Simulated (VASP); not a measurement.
BN (Qingsongite):

```
B N
1.0
     0.00000    1.79231    1.79231
     1.79231    0.00000    1.79231
     1.79231    1.79231    0.00000
B N
1 1
Direct
  0.00000 0.00000 0.00000
  0.25000 0.25000 0.25000
```

Base run:

| Property | Result |
| --- | --- |
| Program | VASP 6.6.1 |
| Functional | r2SCAN |
| Potentials or basis | VASP PAW PBE potentials, release 64 (B, N) |
| Cutoff | 520 eV |
| k mesh | 14 × 14 × 14 |
| Occupations | fermi-dirac, width 0.02 eV |
| Spin | no spin polarisation |

Its results: band gap on the k mesh 5.01 eV, indirect (least direct gap 9.65 eV); pressure 9.7 GPa.

Problem. The run is repeated on the same cell with these changes: potentials or basis from VASP PAW PBE potentials, release 64 (B, N) to VASP PAW PBE potentials, release 64 (B_h, N_h); cutoff from 520 eV to 910 eV. What comes out?

Solution. Band gap on the k mesh 5.02 eV, indirect (least direct gap 9.68 eV); pressure 7.9 GPa.

Caveats: the PAW data sets were made with another functional, which shifts forces and pressure a little; the cutoff is under 1.25 times the usual one of these potentials, so pressure, stress and relaxed cells hold a basis-set (Pulay) error (some runs).

A k mesh can miss the band edges.
